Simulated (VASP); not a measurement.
Set up this calculation in VASP 6.6.1, as the native input.

* Task: single point
* Functional: PBE
* Potentials or basis: VASP PAW PBE potentials, release 64 (Bi_d, O)
* Cutoff: 520 eV
* k mesh: 4 × 4 × 4
* Occupations: gaussian, width 0.1 eV
* Spin: no spin polarisation
* Dipole correction: no
* Further INCAR settings: ALGO = Normal; EDIFF = 1e-07; NBANDS = 29

The structure of BiO lies in POSCAR:

```
BiO
1.0
    4.0833828220      0.0000000000      0.0000000000
    0.0000000000      4.0833828220      0.0000000000
    0.0000000000      0.0000000000      4.7853628980
Bi O
2 2
Direct
    0.5000000000      0.0000000000      0.7440380324
    0.0000000000      0.5000000000      0.2559619676
    0.0000000000      0.0000000000      0.0000000000
    0.5000000000      0.5000000000      0.0000000000
```

These files were run (other wordings do the same):

INCAR

```
PREC     = Accurate       # precision mode
ENCUT    = 520            # plane-wave cutoff, eV
EDIFF    = 1E-7           # SCF threshold, eV
ISMEAR   = 0              # smearing method
SIGMA    = 0.1            # smearing width, eV
LREAL    = False          # projectors in reciprocal space
LASPH    = True           # aspherical terms in the spheres
NELM     = 100            # most SCF steps
ALGO     = Normal         # electronic algorithm
ISIF     = 2              # what is computed and relaxed
LWAVE    = False          # write WAVECAR
LCHARG   = False          # write CHGCAR
GGA      = PE             # functional
NBANDS   = 29             # bands
```

KPOINTS

```
Automatic mesh
0
Gamma
  4 4 4
```

Potentials or basis: VASP PAW PBE potentials, release 64 (Bi_d, O).

Launch:

```bash
$ cat potpaw_PBE.64/Bi_d/POTCAR potpaw_PBE.64/O/POTCAR > POTCAR
$ mpirun -np 1 vasp_std > vasp.out
```

Results of the run:

| Property | Result |
| --- | --- |
| Pressure | 0.2 GPa |
| Largest force | 0.006 eV/Å |
| Band gap on the k mesh | zero (band 21 reaches 8.00 eV, above the bottom of band 22 at 5.30 eV) |

Caveat: the k points lie up to 0.38 Å⁻¹ apart; spin-orbit coupling is left out, which moves the levels of the heavy elements.

Run time: 24 s on 1 thread of AMD EPYC 9R14 (Zen 4), with other jobs on the host, peak memory 0.16 GiB.
